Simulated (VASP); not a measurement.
# Pd in VASP: notebook

Pd is run at these levels: LDA; tasks: single point, relaxation of cell and atoms.

Everything below comes from runs of VASP 6.6.1. Logs are shortened: lines on timing, memory, paths and dates and some standing lists are left out, and cuts for length are marked.

### 1 The cell of the first run

The structure is tetragonal, space group I4/mmm (No. 139). The conventional cell has a = 2.721 Å, b = 2.721 Å, c = 3.825 Å, α = 90.00°, β = 90.00°, γ = 90.00°. Pd (site symmetry 4/mmm) has 12 Pd at 2.71 to 2.72 Å within 3.6 Å.

### 2 Single point, LDA, collinear spin

Contents of INCAR:

```
PREC     = Accurate       # precision mode
ENCUT    = 520            # plane-wave cutoff, eV
EDIFF    = 1E-6           # SCF threshold, eV
ISMEAR   = -1             # smearing method
SIGMA    = 0.05           # smearing width, eV
LREAL    = False          # projectors in reciprocal space
LASPH    = True           # aspherical terms in the spheres
NELM     = 150            # most SCF steps
ALGO     = Normal         # electronic algorithm
ISIF     = 2              # what is computed and relaxed
LWAVE    = False          # write WAVECAR
LCHARG   = True           # write CHGCAR
ISPIN    = 2              # spin polarisation
MAGMOM   = 0.5 -0.5       # initial moments
LORBIT   = 11             # projections on sites
LMAXMIX  = 4              # l up to which the mixer works
LELF     = True           # ELF
LVHAR    = True         
NBANDS   = 21             # bands
```

Contents of KPOINTS:

```
regular mesh
0
Gamma
  11 11 8
```

Contents of POSCAR:

```
Pd
1.0
    2.7206706966      0.0000000000      0.0000000000
    0.0000000000      2.7206706966      0.0000000000
    0.0000000000      0.0000000000      3.8248127558
Pd
2
Direct
    1.0000000000      0.0000000000      0.0000000000
    0.5000000000      0.5000000000      0.5000000000
```

Potentials or basis: VASP PAW LDA potentials, release 64 (Pd).

Started as:

```bash
$ cat potpaw_LDA.64/Pd/POTCAR > POTCAR
$ mpirun -np 1 vasp_std > vasp.out
```

OUTCAR:

```text
PREC = Accurate
   ENCUT = 520
   EDIFF = 1E-6
   ISMEAR = -1
   LREAL = False
   LASPH = True
   NELM = 150
   ISIF = 2
   ISPIN = 2
   LORBIT = 11

 ion  position               nearest neighbor table
   1  0.000  0.000  0.000-   2 2.71   2 2.71   2 2.71   2 2.71   2 2.71   2 2.71   2 2.71   2 2.71

   2  0.500  0.500  0.500-   1 2.71   1 2.71   1 2.71   1 2.71   1 2.71   1 2.71   1 2.71   1 2.71

  LATTYP: Found a simple tetragonal cell.
 ALAT       =     2.7206706966
 C/A-ratio  =     1.4058345101

  Lattice vectors:

 A1 = (   2.7206706966,   0.0000000000,   0.0000000000)
 A2 = (   0.0000000000,   2.7206706966,   0.0000000000)
 A3 = (   0.0000000000,   0.0000000000,   3.8248127558)

Analysis of symmetry for initial positions (statically):
=====================================================================
 Subroutine PRICEL returns following result:

  LATTYP: Found a body centered tetragonal cell.
 ALAT       =     2.7206706966
 C/A-ratio  =     1.4058345101

  Lattice vectors:

 A1 = (  -1.3603353483,  -1.3603353483,  -1.9124063779)
 A2 = (   1.3603353483,   1.3603353483,  -1.9124063779)
 A3 = (   1.3603353483,  -1.3603353483,   1.9124063779)

   2 primitive cells build up your supercell.

 Routine SETGRP: Setting up the symmetry group for a
 simple tetragonal supercell.

 Subroutine GETGRP returns: Found 16 space group operations
 (whereof 16 operations were pure point group operations)
 out of a pool of 16 trial point group operations.

The static configuration has the point symmetry D_4h.

Analysis of symmetry for dynamics (positions and initial velocities):
=====================================================================
 Subroutine PRICEL returns following result:

  LATTYP: Found a body centered tetragonal cell.
 ALAT       =     2.7206706966
 C/A-ratio  =     1.4058345101

  Lattice vectors:

 A1 = (  -1.3603353483,  -1.3603353483,  -1.9124063779)
 A2 = (   1.3603353483,   1.3603353483,  -1.9124063779)
 A3 = (   1.3603353483,  -1.3603353483,   1.9124063779)

   2 primitive cells build up your supercell.

 Routine SETGRP: Setting up the symmetry group for a
 simple tetragonal supercell.

 Subroutine GETGRP returns: Found 16 space group operations
 (whereof 16 operations were pure point group operations)
 out of a pool of 16 trial point group operations.

The dynamic configuration has the point symmetry D_4h.

Analysis of structural, dynamic, and magnetic symmetry:
=====================================================================
 Subroutine PRICEL returns following result:

  LATTYP: Found a body centered tetragonal cell.
 ALAT       =     2.7206706966
 C/A-ratio  =     1.4058345101

  Lattice vectors:

 A1 = (  -1.3603353483,  -1.3603353483,  -1.9124063779)
 A2 = (   1.3603353483,   1.3603353483,  -1.9124063779)
 A3 = (   1.3603353483,  -1.3603353483,   1.9124063779)

   2 primitive cells build up your supercell.

 Routine SETGRP: Setting up the symmetry group for a
 simple tetragonal supercell.

 Subroutine GETGRP returns: Found 16 space group operations
 (whereof 16 operations were pure point group operations)
 out of a pool of 16 trial point group operations.

The overall configuration has the point symmetry D_4h.

 Subroutine INISYM returns: Found 16 space group operations
 (whereof 16 operations are pure point group operations),
 and found     2 'primitive' translations

----------------------------------------------------------------------------------------

                                     Primitive cell

  volume of cell :      14.1557

  direct lattice vectors                    reciprocal lattice vectors
    -1.360335348 -1.360335348 -1.912406378    -0.000000000 -0.367556427 -0.261450707
     1.360335348  1.360335348 -1.912406378     0.367556427  0.000000000 -0.261450707
     1.360335348 -1.360335348  1.912406378     0.367556427 -0.367556427  0.000000000

  length of vectors
     2.712622840  2.712622840  2.712622840     0.451058975  0.451058975  0.519803284

  position of ions in fractional coordinates (direct lattice)
     0.000000000  0.000000000  0.000000000

  ion indices of the primitive-cell ions
   primitive index   ion index
                 1           1

----------------------------------------------------------------------------------------

 KPOINTS: regular mesh

Automatic generation of k-mesh.
 Grid dimensions read from file:
 generate k-points for:   11   11    8

 Generating k-lattice:

  Cartesian coordinates                     Fractional coordinates (reciprocal lattice)
     0.033414221  0.000000000  0.000000000     0.090909091  0.000000000  0.000000000
     0.000000000  0.033414221  0.000000000     0.000000000  0.090909091  0.000000000
     0.000000000  0.000000000  0.032681338     0.000000000  0.000000000  0.125000000

  Length of vectors
     0.033414221  0.033414221  0.032681338

  Shift w.r.t. Gamma in fractional coordinates (k-lattice)
     0.000000000  0.000000000  0.000000000

 Subroutine IBZKPT returns following result:
 ===========================================

 Found    105 irreducible k-points:

 Following reciprocal coordinates:
            Coordinates               Weight
  0.000000  0.000000  0.000000      1.000000
  0.090909  0.000000  0.000000      4.000000
  0.181818  0.000000  0.000000      4.000000
  0.272727  0.000000  0.000000      4.000000
  0.363636  0.000000  0.000000      4.000000
  0.454545  0.000000  0.000000      4.000000
[... 16 lines left out ...]
  0.090909  0.000000  0.125000      8.000000
  0.181818  0.000000  0.125000      8.000000
 [... further k-points ...]
   k-points           NKPTS =    105   k-points in BZ     NKDIM =    105   number of bands    NBANDS=     21
   number of dos      NEDOS =    301   number of ions     NIONS =      2
   total plane-waves  NPLWV =  11200
   dimension x,y,z NGX =    20 NGY =   20 NGZ =   28
   dimension x,y,z NGXF=    40 NGYF=   40 NGZF=   56
   ions per type =               2
   NGX,Y,Z   is equivalent  to a cutoff of  12.22, 12.22, 12.17 a.u.
   NGXF,Y,Z  is equivalent  to a cutoff of  24.44, 24.44, 24.34 a.u.
 SYSTEM =  unknown system
   PREC   = accura    normal or accurate (medium, high low for compatibility)
   ISTART =      0    job   : 0-new  1-cont  2-samecut
   ICHARG =      2    charge: 1-file 2-atom 10-const
   ISPIN  =      2    spin polarized calculation?
   LNONCOLLINEAR =      F non collinear calculations
   LSORBIT =      F    spin-orbit coupling
   LASPH  =      T    aspherical Exc in radial PAW
   ENCUT  =  520.0 eV  38.22 Ry    6.18 a.u.   5.06  5.06  7.11*2*pi/ulx,y,z
   NELM   =    150;   NELMIN=  2; NELMDL= -5     # of ELM steps
   EDIFF  = 0.1E-05   stopping-criterion for ELM
   LREAL  =      F    real-space projection
   EDIFFG = 0.1E-04   stopping-criterion for IOM
   NSW    =      0    number of steps for IOM
   IBRION =     -1    ionic relax: 0-MD 1-quasi-New 2-CG
   NFREE  =      0    steps in history (QN), initial steepest desc. (CG)
   ISIF   =      2    stress and relaxation
   ISYM   =      2    0-nonsym 1-usesym 2-fastsym
   POTIM  = 0.5000    time-step for ionic-motion
   TEBEG  =    0.0;   TEEND  =   0.0 temperature during run
   PSTRESS=    0.0 pullay stress
   NELECT =      20.0000    total number of electrons
   NUPDOWN=      -1.0000    fix difference up-down
   EMIN   =  10.00;   EMAX   =-10.00  energy-range for DOS
   EFERMI =   0.00;   METHOD = LEGACY
   ISMEAR =    -1;   SIGMA  =   0.05  broadening in eV -4-tet -1-fermi 0-gaus
   EFERMI_NEDOS =   21; number of points for ismear=-14 and -15
   IALGO  =     38    algorithm
   IMIX   =      4    mixing-type and parameters
     AMIX     =   0.40;   BMIX     =  1.00
     AMIX_MAG =   1.60;   BMIX_MAG =  1.00
  volume/ion in A,a.u.               =      14.16        95.53
  Fermi-wavevector in a.u.,A,eV,Ry     =   1.458022  2.755262 28.923653  2.125829
  Thomas-Fermi vector in A             =   2.574755
   LORBIT       =     11    0 simple, 1 ext, 2 COOP (PROOUT), +10 PAW based schemes
   GGA     = CA    functional components
   LHFCALC =     F    Hartree Fock is set to
   AEXX    =    0.0000 exact exchange contribution
   IVDW    =     0    specifies the selected vdW correction
   LEPSILON=     F    determine dielectric tensor
   LRPA    =     F    only Hartree local field effects (RPA)
 spin polarized calculation
  energy-cutoff  :      520.00
  volume of cell :       28.31
 maximum number of plane-waves:       774
   NGX = 11   NGY = 11   NGZ = 15

 number of electron      20.0000012 magnetization      -0.0000000

 number of electron      20.0000012 magnetization       0.0000000

 Free energy of the ion-electron system (eV)
  ---------------------------------------------------
  ext. energy  EPLUGINS =         0.00000000
  ---------------------------------------------------
  free energy    TOTEN  =       -12.99922372 eV

  energy without entropy =      -12.96085662  energy(sigma->0) =      -12.98004017

 E-fermi :  10.3270     XC(G=0): -13.7700

 val. band max:       10.3230388594   @ k =   0.4545   0.2727   0.2500
 cond. band min:      10.3286834028   @ k =   0.4545   0.3636   0.2500
 fundamental gap:      0.0056445434
 Fermi energy:        10.3269698836

 spin component 1

 k-point     1 :       0.0000    0.0000    0.0000
  band No.  band energies     occupation
      1       2.7520      1.00000
      2       4.5225      1.00000
      3       4.8215      1.00000
      4       7.2277      1.00000
      5       7.2277      1.00000
      6       7.2906      1.00000
[... 565 lines left out ...]
     20      33.8680      0.00000
     21      35.7532      0.00000

 [... further k-points ...]

 spin component 2

 k-point     1 :       0.0000    0.0000    0.0000
  band No.  band energies     occupation
      1       2.7520      1.00000
      2       4.5225      1.00000
      3       4.8215      1.00000
      4       7.2277      1.00000
      5       7.2277      1.00000
      6       7.2906      1.00000
[... 565 lines left out ...]
     20      33.8680      0.00000
     21      35.7528      0.00000

 [... further k-points ...]

------------------------ aborting loop because EDIFF is reached ----------------------------------------

  FORCE on cell =-STRESS in cart. coord.  units (eV):
  Direction    XX          YY          ZZ          XY          YZ          ZX
  --------------------------------------------------------------------------------------
  -------------------------------------------------------------------------------------
  Total        0.0464194      0.0464194      0.0448955      0.0000000      0.0000000      0.0000000
  in kB        2.6269256      2.6269256      2.5406870      0.0000000      0.0000000      0.0000000
  external PRESSURE =       2.5981794 kB  Pullay stress =       0.0000000 kB

 VOLUME and BASIS-vectors are now :
 -----------------------------------------------------------------------------
  energy-cutoff  :      520.00
  volume of cell :       28.31
      direct lattice vectors                 reciprocal lattice vectors
     2.720670697  0.000000000  0.000000000     0.367556427  0.000000000  0.000000000
     0.000000000  2.720670697  0.000000000     0.000000000  0.367556427  0.000000000
     0.000000000  0.000000000  3.824812756     0.000000000  0.000000000  0.261450707

 POSITION                                       TOTAL-FORCE (eV/Angst)
 -----------------------------------------------------------------------------------
      0.00000      0.00000      0.00000        -0.000000     -0.000000      0.000000
      1.36034      1.36034      1.91241         0.000000      0.000000      0.000000
 -----------------------------------------------------------------------------------
    total drift:                               -0.000000      0.000000      0.000000

  FREE ENERGIE OF THE ION-ELECTRON SYSTEM (eV)
  ---------------------------------------------------
  free  energy   TOTEN  =       -12.9992237174 eV

  energy  without entropy=      -12.9608566248  energy(sigma->0) =      -12.98004017

 total charge

# of ion       s       p       d       tot
------------------------------------------
    1        0.513   0.529   8.487   9.530
    2        0.513   0.529   8.487   9.530
--------------------------------------------------
tot          1.026   1.058  16.975  19.059

 magnetization (x)

# of ion       s       p       d       tot
------------------------------------------
    1        0.000   0.000   0.000   0.000
    2       -0.000  -0.000  -0.000  -0.000
--------------------------------------------------
tot          0.000   0.000   0.000   0.000
```

Run time: 39 s. Hardware: 1 thread of Intel Xeon 6975P-C (Granite Rapids), shared host; peak memory 0.18 GiB.

What came out:

```
Free energy                                           : -12.9992 eV
Pressure                                              : 0.3 GPa
Band gap on the k mesh                                : zero (filled and empty bands overlap)
Net moment                                            : 0.00 μB per cell
Valence electrons inside the program's atomic spheres : Pd 9.53
```

### 3 Relaxation of cell and atoms, LDA, collinear spin

This run uses another cell than the first one, of 14.71 Å³/atom.

Contents of INCAR:

```
PREC = Accurate ; ENCUT = 600
EDIFF = 1E-7 ; ISMEAR = -1
SIGMA = 0.05 ; LREAL = False
LASPH = True ; NELM = 150
ALGO = Normal ; ISIF = 3
LWAVE = False ; LCHARG = False
ISPIN = 2 ; MAGMOM = 0.5 -0.5
LORBIT = 11 ; LMAXMIX = 4
GGA = CA ; IBRION = 2
NSW = 80 ; EDIFFG = -0.01
```

Contents of KPOINTS:

```
Automatic mesh
0
Gamma
  11 11 8
```

Contents of POSCAR:

```
Pd
1.0
    2.7505039575      0.0000000000      0.0000000000
    0.0000000000      2.7505039575      0.0000000000
    0.0000000000      0.0000000000      3.8898000000
Pd
2
Direct
    0.0000000000      0.0000000000      0.0000000000
    0.5000000000      0.5000000000      0.5000000000
```

Potentials or basis: VASP PAW LDA potentials, release 64 (Pd).

Started as:

```bash
$ cat potpaw_LDA.64/Pd/POTCAR > POTCAR
$ mpirun -np 1 vasp_std > vasp.out
```

OUTCAR:

```text
PREC = Accurate
   ENCUT = 600
   EDIFF = 1E-7
   ISMEAR = -1
   LREAL = False
   LASPH = True
   NELM = 150
   ISIF = 3
   ISPIN = 2
   LORBIT = 11
   GGA = CA
   IBRION = 2
   NSW = 80
   EDIFFG = -0.01

 ion  position               nearest neighbor table
   1  0.000  0.000  0.000-   2 2.75   2 2.75   2 2.75   2 2.75   2 2.75   2 2.75   2 2.75   2 2.75

   2  0.500  0.500  0.500-   1 2.75   1 2.75   1 2.75   1 2.75   1 2.75   1 2.75   1 2.75   1 2.75

  LATTYP: Found a simple tetragonal cell.
 ALAT       =     2.7505039575
 C/A-ratio  =     1.4142135624

  Lattice vectors:

 A1 = (   2.7505039575,   0.0000000000,   0.0000000000)
 A2 = (   0.0000000000,   2.7505039575,   0.0000000000)
 A3 = (   0.0000000000,   0.0000000000,   3.8898000000)

Analysis of symmetry for initial positions (statically):
[... 1359 lines left out ...]
  free energy    TOTEN  =       -12.99992153 eV

  energy without entropy =      -12.96150165  energy(sigma->0) =      -12.98071159

 E-fermi :  10.3057     XC(G=0): -13.7628

 val. band max:       10.3017119083   @ k =   0.4545   0.2727   0.2500
 cond. band min:      10.3073519018   @ k =   0.4545   0.3636   0.2500
 fundamental gap:      0.0056399935
 Fermi energy:        10.3057415516

 spin component 1

 k-point     1 :       0.0000    0.0000    0.0000
  band No.  band energies     occupation
      1       2.7403      1.00000
      2       4.5117      1.00000
      3       4.8103      1.00000
      4       7.2119      1.00000
      5       7.2119      1.00000
      6       7.2750      1.00000
      7       8.9594      1.00000
      8       9.0180      1.00000
      9      10.2618      0.70663
     10      10.6151      0.00205
     11      10.6151      0.00205
     12      13.6206      0.00000
[... 834 lines left out ...]
  FREE ENERGIE OF THE ION-ELECTRON SYSTEM (eV)
  ---------------------------------------------------
  free  energy   TOTEN  =       -12.9999215321 eV

  energy  without entropy=      -12.9615016484  energy(sigma->0) =      -12.98071159

 reached required accuracy - stopping structural energy minimisation

 total charge

# of ion       s       p       d       tot
------------------------------------------
    1        0.512   0.528   8.488   9.528
    2        0.512   0.528   8.488   9.528
--------------------------------------------------
tot          1.025   1.055  16.976  19.056

 magnetization (x)

# of ion       s       p       d       tot
------------------------------------------
    1        0.000   0.000   0.000   0.000
    2       -0.000  -0.000  -0.000  -0.000
--------------------------------------------------
tot          0.000   0.000   0.000   0.000
```

OSZICAR:

```text
N       E                     dE             d eps       ncg     rms          rms(c)
DAV:   1     0.121606260951E+03    0.12161E+03   -0.11229E+04  5880   0.155E+03
DAV:   2    -0.116642770628E+02   -0.13327E+03   -0.12718E+03  6258   0.310E+02
[... 70 lines left out ...]
       N       E                     dE             d eps       ncg     rms          rms(c)
DAV:   1    -0.130004041641E+02   -0.51610E-03   -0.32690E-02  6168   0.159E+00    0.135E-01
DAV:   2    -0.130000225717E+02    0.38159E-03   -0.31012E-04  6114   0.212E-01    0.607E-02
DAV:   3    -0.129999248784E+02    0.97693E-04   -0.11080E-04  6072   0.992E-02    0.188E-02
DAV:   4    -0.129999219028E+02    0.29757E-05   -0.74515E-06  7264   0.253E-02    0.107E-02
DAV:   5    -0.129999215322E+02    0.37061E-06   -0.39201E-07  6012   0.650E-03    0.114E-03
DAV:   6    -0.129999215321E+02    0.35016E-10   -0.20024E-08  2970   0.150E-03
   9 F= -.12999922E+02 E0= -.12980712E+02  d E =-.841436E-04  mag=     0.0000
```

Wall time 2.5 min (1 thread of Intel Xeon 6975P-C (Granite Rapids), shared host); peak memory 0.2 GiB.

Results:

* Free energy: -12.9999 eV
* Relaxed volume: 14.17 Å³/atom
* Relaxed cell: a = 2.722 Å, b = 2.722 Å, c = 3.826 Å, α = 90.00°, β = 90.00°, γ = 90.00°
* Space group after relaxing (to 0.1 Å): Fm-3m (No. 225)
* Energy gained by relaxing: 13.6 meV/atom
* Ionic steps: 9
* Pressure after relaxing: 0.0 GPa
* Band gap on the k mesh: zero (filled and empty bands overlap)
* Net moment: 0.00 μB per cell
* Valence electrons inside the program's atomic spheres: Pd 9.53

Step by step:
```csv
step,energy change (eV),largest force (eV/Å),pressure (GPa),volume (Å³)
1,0.0000,0.0000,-7.67,29.43
2,0.0679,0.0000,17.95,26.53
3,-0.0270,0.0000,-0.18,28.37
4,-0.0270,0.0000,-0.01,28.35
5,-0.0270,0.0000,0.17,28.32
6,-0.0270,0.0000,-0.25,28.38
7,-0.0270,0.0000,-0.15,28.36
8,-0.0271,0.0000,-0.10,28.36
9,-0.0271,0.0000,0.00,28.34
```

Final structure:
```yaml
crystal:
  lattice:
    - [2.72174, 0.00000, 0.00000]
    - [0.00000, 2.72174, 0.00000]
    - [0.00000, 0.00000, 3.82626]
  atoms:
    - { symbol: Pd, position: [0.00000, 0.00000, 0.00000] }
    - { symbol: Pd, position: [0.50000, 0.50000, 0.50000] }
```
